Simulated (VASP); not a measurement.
Wanted: the native input for a VASP 6.6.1 run.

* Task: single point
* Functional: PBE
* Dispersion: D3(BJ)
* Potentials or basis: VASP PAW PBE potentials, release 64 (Al)
* Cutoff: 500 eV
* k mesh: 18 × 18 × 18
* Occupations: gaussian, width 0.1 eV
* Spin: no spin polarisation
* Dipole correction: no
* Further INCAR settings: ALGO = Normal; EDIFF = 1e-06; NBANDS = 8

The structure of Al lies in POSCAR:

```
Al
1.0
   -1.5930742138      1.5930742138      1.5930742138
    1.5930742138     -1.5930742138      1.5930742138
    1.5930742138      1.5930742138     -1.5930742138
Al
1
Direct
    0.0000000000      0.0000000000      0.0000000000
```

This isn't the form of Al at room conditions, which is fcc.

These files were run (other wordings do the same):

INCAR

```
SYSTEM = Al
PREC = Accurate
ENCUT = 500
EDIFF = 1E-6
ISMEAR = 0
SIGMA = 0.1
LREAL = .False.
LASPH = .True.
NELM = 120
ALGO = Normal
ISIF = 2
LWAVE = .False.
LCHARG = .False.
GGA = PE
IVDW = 12
NBANDS = 8
GGA_COMPAT = .False.
```

KPOINTS

```
regular mesh
0
Gamma
  18 18 18
  0 0 0
```

Potentials or basis: VASP PAW PBE potentials, release 64 (Al).

Command:

```sh
$ cat potpaw_PBE.64/Al/POTCAR > POTCAR
$ mpirun -np 1 vasp_std > vasp.out
```

Results of the run:

* Pressure: 0.0 GPa
* Band gap on the k mesh: zero (an odd number of electrons rules out a gap without spin polarisation)
* Dispersion energy per atom: -0.343 eV

Run time: 13 s on 1 thread of AMD EPYC 7R43 64-Core Processor (Zen 3), with other jobs on the host, peak memory 0.1 GiB.
